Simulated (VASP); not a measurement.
A run of VASP 6.6.1 is set up as follows.

File INCAR:

```
PREC = Accurate ; ENCUT = 520
EDIFF = 1E-6 ; ISMEAR = -1
SIGMA = 0.02 ; LREAL = False
LASPH = True ; NELM = 60
ALGO = Normal ; ISIF = 2
LWAVE = False ; LCHARG = True
GGA = PE ; LELF = True
LVHAR = True ; NBANDS = 16
```

Contents of KPOINTS:

```
Automatic mesh
0
Gamma
  8 8 8
```

POSCAR

```
CdSe
1.0
    0.0000000000      3.0300472589      3.0300472589
    3.0300472589      0.0000000000      3.0300472589
    3.0300472589      3.0300472589      0.0000000000
Cd Se
1 1
Direct
    0.0000000000      0.0000000000      0.0000000000
    0.2500000000      0.2500000000      0.2500000000
```

Potentials or basis: VASP PAW PBE potentials, release 64 (Cd, Se).

Command:

```bash
$ cat potpaw_PBE.64/Cd/POTCAR potpaw_PBE.64/Se/POTCAR > POTCAR
$ mpirun -np 1 vasp_std > vasp.out
```

Problem. What does it give for the band gap on the k mesh?

Solution. 0.63 eV, direct.

Problem. Predict the pressure.

Solution. 3.8 GPa.

Caveat: the cell differs from its parent crystal (strain -1.2%).
